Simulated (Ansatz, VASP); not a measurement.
# Al2Cu: VASP beside Ansatz

File INCAR:

```
PREC = Accurate ; ENCUT = 520
EDIFF = 1E-6 ; ISMEAR = 0
SIGMA = 0.15 ; LREAL = F
LASPH = T ; NELM = 60
ALGO = Fast ; ISIF = 2
LWAVE = F ; LCHARG = T
GGA = PS ; LELF = T
LVHAR = T ; NBANDS = 26
```

The input KPOINTS:

```
Automatic mesh
0
Gamma
  10 10 10
```

File POSCAR:

```
Al2Cu
1.0
   -3.0564500000      3.0564500000      2.5345000000
    3.0564500000     -3.0564500000      2.5345000000
    3.0564500000      3.0564500000     -2.5345000000
Al Cu
4 2
Direct
    0.1593210787      0.6593210787      0.8186421574
    0.6593210787      0.8406789213      0.5000000000
    0.8406789213      0.3406789213      0.1813578426
    0.3406789213      0.1593210787      0.5000000000
    0.7500000000      0.7500000000      0.0000000000
    0.2500000000      0.2500000000      0.0000000000
```

Input for Ansatz:

```yaml
crystal:
  lattice:
    - [-3.05645, 3.05645, 2.5345]
    - [3.05645, -3.05645, 2.5345]
    - [3.05645, 3.05645, -2.5345]
  atoms:
    - { symbol: Al, position: [0.1593210787, 0.6593210787, 0.8186421574] }
    - { symbol: Al, position: [0.6593210787, 0.8406789213, 0.5] }
    - { symbol: Al, position: [0.8406789213, 0.3406789213, 0.1813578426] }
    - { symbol: Al, position: [0.3406789213, 0.1593210787, 0.5] }
    - { symbol: Cu, position: [0.75, 0.75, 0.0] }
    - { symbol: Cu, position: [0.25, 0.25, 0.0] }
basis:
  ecutwfc: 520.0
kpoints:
  mp_grid: { grid: [10, 10, 10] }
hamiltonian:
  xc: pbesol
  pseudopotentials: { kind: paw, azcp: { folder: soft_1 } }
scf:
  occupations: { method: gaussian, width: 0.15 }
output:
  forces: true
  stress: true
  eigenvalues: true
```

Alike in both runs: task single point; functional PBEsol; k mesh 10 × 10 × 10; occupations gaussian, width 0.15 eV; no spin polarisation.

|  | VASP | Ansatz |
| --- | --- | --- |
| version | VASP 6.6.1 | Ansatz 0.2.0 |
| potentials or method | VASP PAW PBE potentials, release 64 (Al, Cu), cutoff 520 eV | scalar-relativistic, plane waves, PAW |
| valence electrons in the cell | 34 | 50 |

|  | VASP | Ansatz | Ansatz less VASP |
| --- | --- | --- | --- |
| gap on the k mesh at the Fermi level (eV) | none | none | - |
| pressure (GPa) | -7.7 | -7.8 | -0.18 |
| traceless stress, the component that is largest in VASP (GPa) | -1.89 | -1.93 | -0.037 |
| rms of the force components (eV/Å) | 0.053 | 0.054 | +0.0008 |

VASP's potentials were made for PBE, not for PBEsol, and Ansatz warns of the same on its side. Atom by atom the forces differ by 0.001 eV/Å (rms over components). A gap of «none» marks a metal or a gap that the smearing closes. VASP's potentials hold 34 valence electrons a cell and Ansatz's 50, so a difference there can come from the potentials and not from the codes.
